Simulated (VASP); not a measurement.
# PbO2 (P4_2/mnm) in VASP: notebook

PbO2 is run at these levels: r2SCAN; tasks: single point.

Program: VASP 6.6.1. These are calculated values, not measurements. Logs are shortened: lines on timing, memory, paths and dates and some standing lists are left out, and cuts for length are marked.

## 1. The cell of the first run

It takes space group P4_2/mnm (No. 136, tetragonal). Conventional cell: a = 4.984 Å, b = 4.984 Å, c = 3.305 Å, α = 90.00°, β = 90.00°, γ = 90.00°. Within 2.8 Å of Pb (site symmetry mmm) lie 6 O at 2.14 to 2.16 Å. Within 2.8 Å of O (site symmetry m2m) lie 3 Pb at 2.14 to 2.16 Å and 1 O at 2.73 Å.

## 2. Single point, r2SCAN (uniaxial z strain -3.0%)

POSCAR

```
PbO2
1.0
    4.9838460811      0.0000000000      0.0000000000
    0.0000000000      4.9838460811      0.0000000000
    0.0000000000      0.0000000000      3.3053936340
Pb O
2 4
Direct
    0.0000000000      0.0000000000      0.0000000000
    0.5000000000      0.5000000000      0.5000000000
    0.3061011486      0.3061011486      0.0000000000
    0.1938988514      0.8061011486      0.5000000000
    0.8061011486      0.1938988514      0.5000000000
    0.6938988514      0.6938988514      0.0000000000
```

INCAR.step1

```
SYSTEM = PbO2
PREC     = Accurate       ! precision mode
ENCUT    = 520            ! plane-wave cutoff, eV
ISMEAR   = -1             ! smearing method
SIGMA    = 0.02           ! smearing width, eV
LREAL    = .FALSE.        ! projectors in reciprocal space
LASPH    = .TRUE.         ! aspherical terms in the spheres
NELM     = 100            ! most SCF steps
NBANDS   = 35             ! bands
GGA      = PE             ! functional
ALGO     = Normal         ! electronic algorithm
EDIFF    = 1E-4           ! SCF threshold, eV
LWAVE    = .TRUE.         ! write WAVECAR
LCHARG   = .FALSE.        ! write CHGCAR
```

INCAR.step2

```
SYSTEM = PbO2
PREC     = Accurate       ! precision mode
ENCUT    = 520            ! plane-wave cutoff, eV
EDIFF    = 1E-6           ! SCF threshold, eV
ISMEAR   = -1             ! smearing method
SIGMA    = 0.02           ! smearing width, eV
LREAL    = .FALSE.        ! projectors in reciprocal space
LASPH    = .TRUE.         ! aspherical terms in the spheres
NELM     = 100            ! most SCF steps
ALGO     = Normal         ! electronic algorithm
ISIF     = 2              ! what is computed and relaxed
LWAVE    = .FALSE.        ! write WAVECAR
LCHARG   = .FALSE.        ! write CHGCAR
METAGGA  = R2SCAN         ! meta-GGA
LMIXTAU  = .TRUE.       
NBANDS   = 35             ! bands
ISTART   = 1
```

KPOINTS

```
Automatic mesh
0
G
  6 6 8
  0 0 0
```

Potentials or basis: VASP PAW PBE potentials, release 64 (Pb_d, O).

Started as:

```
$ cat potpaw_PBE.64/Pb_d/POTCAR potpaw_PBE.64/O/POTCAR > POTCAR
$ cp INCAR.step1 INCAR
$ mpirun -np 1 vasp_std > vasp.out
$ cp INCAR.step2 INCAR
$ mpirun -np 1 vasp_std > vasp.out
```

OUTCAR:

```text
SYSTEM = PbO2
   PREC = Accurate
   ENCUT = 520
   EDIFF = 1E-6
   ISMEAR = -1
   LREAL = .FALSE.
   LASPH = .TRUE.
   NELM = 100
   ISIF = 2
   METAGGA = R2SCAN
   ISTART = 1

 ion  position               nearest neighbor table
   1  0.000  0.000  0.000-   4 2.14   5 2.14   4 2.14   5 2.14   3 2.16   6 2.16   2 3.89   2 3.89
                             2 3.89   2 3.89   2 3.89   2 3.89   2 3.89   2 3.89
   2  0.500  0.500  0.500-   3 2.14   6 2.14   3 2.14   6 2.14   5 2.16   4 2.16   1 3.89   1 3.89
                             1 3.89   1 3.89   1 3.89   1 3.89   1 3.89   1 3.89
   3  0.306  0.306  0.000-   2 2.14   2 2.14   1 2.16
   4  0.194  0.806  0.500-   1 2.14   1 2.14   2 2.16
   5  0.806  0.194  0.500-   1 2.14   1 2.14   2 2.16
   6  0.694  0.694  0.000-   2 2.14   2 2.14   1 2.16

  LATTYP: Found a simple tetragonal cell.
 ALAT       =     4.9838460811
 C/A-ratio  =     0.6632214519

  Lattice vectors:

 A1 = (   4.9838460811,   0.0000000000,   0.0000000000)
 A2 = (   0.0000000000,   4.9838460811,   0.0000000000)
 A3 = (   0.0000000000,   0.0000000000,   3.3053936340)

Analysis of symmetry for initial positions (statically):
=====================================================================
 Subroutine PRICEL returns:
 Original cell was already a primitive cell.

 Routine SETGRP: Setting up the symmetry group for a
 simple tetragonal supercell.

 Subroutine GETGRP returns: Found 16 space group operations
 (whereof  8 operations were pure point group operations)
 out of a pool of 16 trial point group operations.

The static configuration has the point symmetry D_2h.
 The point group associated with its full space group is D_4h.

Analysis of symmetry for dynamics (positions and initial velocities):
=====================================================================
 Subroutine PRICEL returns:
 Original cell was already a primitive cell.

 Routine SETGRP: Setting up the symmetry group for a
 simple tetragonal supercell.

 Subroutine GETGRP returns: Found 16 space group operations
 (whereof  8 operations were pure point group operations)
 out of a pool of 16 trial point group operations.

The dynamic configuration has the point symmetry D_2h.
 The point group associated with its full space group is D_4h.

 Subroutine INISYM returns: Found 16 space group operations
 (whereof  8 operations are pure point group operations),
 and found     1 'primitive' translations

----------------------------------------------------------------------------------------

                                     Primitive cell

  volume of cell :      82.1018

  direct lattice vectors                    reciprocal lattice vectors
     4.983846081  0.000000000  0.000000000     0.200648251  0.000000000  0.000000000
     0.000000000  4.983846081  0.000000000     0.000000000  0.200648251  0.000000000
     0.000000000  0.000000000  3.305393634     0.000000000  0.000000000  0.302535828

  length of vectors
     4.983846081  4.983846081  3.305393634     0.200648251  0.200648251  0.302535828

  position of ions in fractional coordinates (direct lattice)
     0.000000000  0.000000000  0.000000000
     0.500000000  0.500000000  0.500000000
     0.306101149  0.306101149  0.000000000
     0.193898851  0.806101149  0.500000000
     0.806101149  0.193898851  0.500000000
     0.693898851  0.693898851  0.000000000

  ion indices of the primitive-cell ions
   primitive index   ion index
                 1           1
                 2           2
                 3           3
                 4           4
                 5           5
                 6           6

----------------------------------------------------------------------------------------

 KPOINTS: Automatic mesh

Automatic generation of k-mesh.
 Grid dimensions read from file:
 generate k-points for:    6    6    8

 Generating k-lattice:

  Cartesian coordinates                     Fractional coordinates (reciprocal lattice)
     0.033441375  0.000000000  0.000000000     0.166666667  0.000000000  0.000000000
     0.000000000  0.033441375  0.000000000     0.000000000  0.166666667  0.000000000
     0.000000000  0.000000000  0.037816979     0.000000000  0.000000000  0.125000000

  Length of vectors
     0.033441375  0.033441375  0.037816979

  Shift w.r.t. Gamma in fractional coordinates (k-lattice)
     0.000000000  0.000000000  0.000000000

 Subroutine IBZKPT returns following result:
 ===========================================

 Found     50 irreducible k-points:

 Following reciprocal coordinates:
            Coordinates               Weight
  0.000000  0.000000  0.000000      1.000000
  0.166667  0.000000  0.000000      4.000000
  0.333333  0.000000  0.000000      4.000000
  0.500000  0.000000  0.000000      2.000000
  0.166667  0.166667  0.000000      4.000000
  0.333333  0.166667  0.000000      8.000000
[... 16 lines left out ...]
  0.333333  0.000000  0.250000      8.000000
  0.500000  0.000000  0.250000      4.000000
 [... further k-points ...]
   k-points           NKPTS =     50   k-points in BZ     NKDIM =     50   number of bands    NBANDS=     35
   number of dos      NEDOS =    301   number of ions     NIONS =      6
   total plane-waves  NPLWV =  44800
   dimension x,y,z NGX =    40 NGY =   40 NGZ =   28
   dimension x,y,z NGXF=    80 NGYF=   80 NGZF=   56
   ions per type =               2   4
   NGX,Y,Z   is equivalent  to a cutoff of  13.34, 13.34, 14.08 a.u.
   NGXF,Y,Z  is equivalent  to a cutoff of  26.69, 26.69, 28.17 a.u.
 SYSTEM =  PbO2
   PREC   = accura    normal or accurate (medium, high low for compatibility)
   ISTART =      1    job   : 0-new  1-cont  2-samecut
   ICHARG =      0    charge: 1-file 2-atom 10-const
   ISPIN  =      1    spin polarized calculation?
   LNONCOLLINEAR =      F non collinear calculations
   LSORBIT =      F    spin-orbit coupling
   LASPH  =      T    aspherical Exc in radial PAW
   ENCUT  =  520.0 eV  38.22 Ry    6.18 a.u.   9.27  9.27  6.15*2*pi/ulx,y,z
   NELM   =    100;   NELMIN=  2; NELMDL=  0     # of ELM steps
   EDIFF  = 0.1E-05   stopping-criterion for ELM
   LREAL  =      F    real-space projection
   EDIFFG = 0.1E-04   stopping-criterion for IOM
   NSW    =      0    number of steps for IOM
   IBRION =     -1    ionic relax: 0-MD 1-quasi-New 2-CG
   NFREE  =      0    steps in history (QN), initial steepest desc. (CG)
   ISIF   =      2    stress and relaxation
   ISYM   =      2    0-nonsym 1-usesym 2-fastsym
   POTIM  = 0.5000    time-step for ionic-motion
   TEBEG  =    0.0;   TEEND  =   0.0 temperature during run
   PSTRESS=    0.0 pullay stress
   NELECT =      52.0000    total number of electrons
   NUPDOWN=      -1.0000    fix difference up-down
   EMIN   =  10.00;   EMAX   =-10.00  energy-range for DOS
   EFERMI =   0.00;   METHOD = LEGACY
   ISMEAR =    -1;   SIGMA  =   0.02  broadening in eV -4-tet -1-fermi 0-gaus
   EFERMI_NEDOS =   21; number of points for ismear=-14 and -15
   IALGO  =     38    algorithm
   IMIX   =      4    mixing-type and parameters
     AMIX     =   0.40;   BMIX     =  1.00
     AMIX_MAG =   1.60;   BMIX_MAG =  1.00
  volume/ion in A,a.u.               =      13.68        92.34
  Fermi-wavevector in a.u.,A,eV,Ry     =   1.405913  2.656790 26.893161  1.976592
  Thomas-Fermi vector in A             =   2.528326
   LORBIT       =      0    0 simple, 1 ext, 2 COOP (PROOUT), +10 PAW based schemes
   METAGGA = R2SCAN    functional components
   LHFCALC =     F    Hartree Fock is set to
   AEXX    =    0.0000 exact exchange contribution
   IVDW    =     0    specifies the selected vdW correction
   LEPSILON=     F    determine dielectric tensor
   LRPA    =     F    only Hartree local field effects (RPA)
 non-spin polarized calculation
  energy-cutoff  :      520.00
  volume of cell :       82.10
 maximum number of plane-waves:      2228
 NGX is ok and might be reduce to    40
   NGX = 19   NGY = 19   NGZ = 13

 number of electron      52.0000024 magnetization

 Free energy of the ion-electron system (eV)
  ---------------------------------------------------
  ext. energy  EPLUGINS =         0.00000000
  ---------------------------------------------------
  free energy    TOTEN  =      -142.16983157 eV

  energy without entropy =     -142.16966919  energy(sigma->0) =     -142.16975038

 E-fermi :   4.1487     XC(G=0): -11.5206

 val. band max:        4.0764200049   @ k =   0.0000   0.0000   0.1250
 cond. band min:       4.1845131704   @ k =   0.0000   0.0000   0.0000
 fundamental gap:      0.1080931655
 Fermi energy:         4.1486528094

 k-point     1 :       0.0000    0.0000    0.0000
  band No.  band energies     occupation
      1     -15.2679      2.00000
      2     -15.0688      2.00000
      3     -13.4978      2.00000
      4     -13.4978      2.00000
      5     -11.8556      2.00000
      6     -11.5757      2.00000
[... 27 lines left out ...]
     34      16.3490      0.00000
     35      16.8764      0.00000

 k-point     2 :       0.1667    0.0000    0.0000
  band No.  band energies     occupation
      1     -15.1966      2.00000
      2     -15.0257      2.00000
      3     -13.6778      2.00000
      4     -13.6319      2.00000
      5     -11.6357      2.00000
      6     -11.5600      2.00000
[... 27 lines left out ...]
     34      16.5640      0.00000
     35      16.8691      0.00000

 k-point     3 :       0.3333    0.0000    0.0000
  band No.  band energies     occupation
      1     -15.0118      2.00000
      2     -14.9161      2.00000
      3     -13.9922      2.00000
      4     -13.9317      2.00000
      5     -11.5524      2.00000
      6     -11.5520      2.00000
[... 27 lines left out ...]
     34      16.9227      0.00000
     35      17.0115      0.00000

 k-point     4 :       0.5000    0.0000    0.0000
  band No.  band energies     occupation
      1     -14.8561      2.00000
      2     -14.8561      2.00000
      3     -14.1377      2.00000
      4     -14.1377      2.00000
      5     -11.5482      2.00000
      6     -11.5482      2.00000
[... 27 lines left out ...]
     34      17.0779      0.00000
     35      17.4156      0.00000

 k-point     5 :       0.1667    0.1667    0.0000
  band No.  band energies     occupation
      1     -15.1802      2.00000
      2     -14.9494      2.00000
      3     -13.9539      2.00000
      4     -13.5162      2.00000
      5     -11.6472      2.00000
      6     -11.5646      2.00000
[... 638 lines left out ...]
 k-point    22 :       0.1667    0.0000    0.2500
  band No.  band energies     occupation
      1     -14.7734      2.00000
      2     -14.7123      2.00000
      3     -14.2684      2.00000
      4     -14.2566      2.00000
      5     -11.6726      2.00000
      6     -11.3869      2.00000
[... 27 lines left out ...]
     34      16.3258      0.00000
     35      16.8934      0.00000

 k-point    23 :       0.3333    0.0000    0.2500
  band No.  band energies     occupation
      1     -14.6811      2.00000
      2     -14.6607      2.00000
      3     -14.3462      2.00000
      4     -14.3200      2.00000
      5     -11.5970      2.00000
      6     -11.3892      2.00000
[... 27 lines left out ...]
     34      16.5353      0.00000
     35      17.1286      0.00000

 k-point    24 :       0.5000    0.0000    0.2500
  band No.  band energies     occupation
      1     -14.6202      2.00000
      2     -14.6202      2.00000
      3     -14.3830      2.00000
      4     -14.3830      2.00000
      5     -11.4515      2.00000
      6     -11.4515      2.00000
[... 27 lines left out ...]
     34      16.6434      0.00000
     35      17.3986      0.00000

 [... further k-points ...]

------------------------ aborting loop because EDIFF is reached ----------------------------------------

  FORCE on cell =-STRESS in cart. coord.  units (eV):
  Direction    XX          YY          ZZ          XY          YZ          ZX
  --------------------------------------------------------------------------------------
  -------------------------------------------------------------------------------------
  Total        2.5227961      2.5227961      5.4485737     -0.0000000      0.0000000      0.0000000
  in kB       49.2311859     49.2311859    106.3263694     -0.0000000      0.0000000      0.0000000
  external PRESSURE =      68.2629137 kB  Pullay stress =       0.0000000 kB

 VOLUME and BASIS-vectors are now :
 -----------------------------------------------------------------------------
  energy-cutoff  :      520.00
  volume of cell :       82.10
      direct lattice vectors                 reciprocal lattice vectors
     4.983846081  0.000000000  0.000000000     0.200648251  0.000000000  0.000000000
     0.000000000  4.983846081  0.000000000     0.000000000  0.200648251  0.000000000
     0.000000000  0.000000000  3.305393634     0.000000000  0.000000000  0.302535828

 POSITION                                       TOTAL-FORCE (eV/Angst)
 -----------------------------------------------------------------------------------
      0.00000      0.00000      0.00000         0.000000     -0.000000      0.000000
      2.49192      2.49192      1.65270         0.000000     -0.000000      0.000000
      1.52556      1.52556      0.00000        -0.017320     -0.017320      0.000000
      0.96636      4.01748      1.65270         0.017320     -0.017320      0.000000
      4.01748      0.96636      1.65270        -0.017320      0.017320      0.000000
      3.45829      3.45829      0.00000         0.017320      0.017320      0.000000
 -----------------------------------------------------------------------------------
    total drift:                                0.000000      0.000000     -0.000000

  FREE ENERGIE OF THE ION-ELECTRON SYSTEM (eV)
  ---------------------------------------------------
  free  energy   TOTEN  =      -142.1698315742 eV

  energy  without entropy=     -142.1696691911  energy(sigma->0) =     -142.16975038
```

It took 5 min on 1 thread of Intel Xeon 6975P-C (Granite Rapids), shared host; peak memory 0.28 GiB.

What came out:

* Free energy: -142.1698 eV
* Pressure: 6.8 GPa
* Largest force: 0.024 eV/Å
* Band gap on the k mesh: 0.11 eV, indirect (least direct gap 0.19 eV)

Forces in eV/Å, atoms in the order of the input:
```
Pb   0.000  0.000  0.000
Pb   0.000  0.000  0.000
O   -0.017 -0.017  0.000
O    0.017 -0.017  0.000
O   -0.017  0.017  0.000
O    0.017  0.017  0.000
```

Stress tensor (GPa, compression positive):
```
 4.92  0.00  0.00
 0.00  4.92  0.00
 0.00  0.00 10.63
```

Levels at points of the mesh, in eV from the valence-band top:
| k point | band 22 | band 23 | band 24 | band 25 | band 26 | band 27 | band 28 | band 29 | band 30 | band 31 |
| --- | --- | --- | --- | --- | --- | --- | --- | --- | --- | --- |
| (0.00, 0.00, 0.00) | -0.62 | -0.62 | -0.39 | -0.39 | -0.08 | 0.11 | 5.37 | 6.93 | 6.93 | 10.38 |
| (0.50, 0.00, 0.00) | -1.33 | -0.44 | -0.44 | -0.36 | -0.36 | 3.20 | 3.20 | 7.57 | 7.57 | 10.91 |
| (0.50, 0.50, 0.00) | -1.59 | -0.54 | -0.54 | -0.44 | -0.44 | 3.75 | 3.75 | 7.81 | 7.81 | 11.25 |
| (0.00, 0.00, 0.50) | -1.91 | -1.18 | -1.18 | -0.80 | -0.80 | 4.64 | 4.64 | 9.85 | 9.85 | 11.14 |
| (0.50, 0.00, 0.50) | -1.06 | -0.84 | -0.84 | -0.07 | -0.07 | 4.94 | 4.94 | 8.28 | 8.28 | 11.41 |
| (0.50, 0.50, 0.50) | -1.80 | -0.67 | -0.67 | -0.59 | -0.59 | 3.62 | 3.62 | 9.30 | 9.30 | 10.95 |

Caveat: the cell differs from its parent crystal (uniaxial z strain -3.0%); the PAW data sets were made with another functional, which shifts forces and pressure a little; spin-orbit coupling is left out, which moves the levels of the heavy elements. A k mesh can miss the band edges.

(Continued in part 2 of 2.)
